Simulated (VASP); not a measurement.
## InSe2: single point with PBE

The system is InSe2.

```
In Se
1.0
     3.89489    0.00000    0.00000
     0.00000    3.89489    0.00000
     0.00000    0.00000    9.62623
In Se
2 4
Cartesian
  0.0000 1.9474 6.8006
  1.9474 0.0000 2.8256
  0.0000 1.9474 3.5252
  1.9474 0.0000 6.1010
  0.0000 0.0000 0.0000
  1.9474 1.9474 0.0000
```

```
Program             : VASP 6.6.1
Task                : single point
Functional          : PBE
Potentials or basis : VASP PAW PBE potentials, release 64 (In_d, Se)
Cutoff              : 520 eV
k mesh              : 12 × 12 × 6
Occupations         : gaussian, width 0.1 eV
Spin                : no spin polarisation
```

```json
{"Pressure": "-0.2 GPa", "Largest force": "0.067 eV/Å", "Band gap on the k mesh": "zero (bands 25 and 26 overlap by 2.04 eV)"}
```

Forces in eV/Å, atoms in the order of the input:
```
In   0.000  0.000 -0.067
In   0.000  0.000  0.067
Se   0.000  0.000 -0.039
Se   0.000  0.000  0.039
Se   0.000  0.000  0.000
Se   0.000  0.000  0.000
```

Stress tensor (GPa, compression positive):
```
-0.56  0.00  0.00
 0.00 -0.56  0.00
 0.00  0.00  0.54
```

Levels at points of the mesh, in eV from the Fermi level:
```csv
k point,band 22,band 23,band 24,band 25,band 26,band 27,band 28,band 29
"(0.00, 0.00, 0.00)",-1.87,-1.57,-1.57,0.31,0.71,2.94,2.94,3.46
"(0.50, 0.00, 0.00)",-1.74,-1.17,-1.17,-0.83,-0.83,1.84,1.84,3.23
"(0.50, 0.50, 0.00)",-3.43,-1.40,-1.40,-0.91,-0.91,2.85,2.85,4.08
"(0.00, 0.00, 0.50)",-1.51,-1.51,-1.04,0.31,0.77,2.20,2.94,2.94
"(0.50, 0.00, 0.50)",-1.51,-0.84,-0.84,-0.84,-0.84,1.30,1.30,3.59
"(0.50, 0.50, 0.50)",-3.27,-1.64,-1.64,-1.29,-1.29,3.66,3.66,4.56
```

It took 14 min on 1 thread of Intel Xeon 8259CL (shared host), peak memory 0.52 GiB.

Caveat: spin-orbit coupling is left out, which moves the levels of the heavy elements.
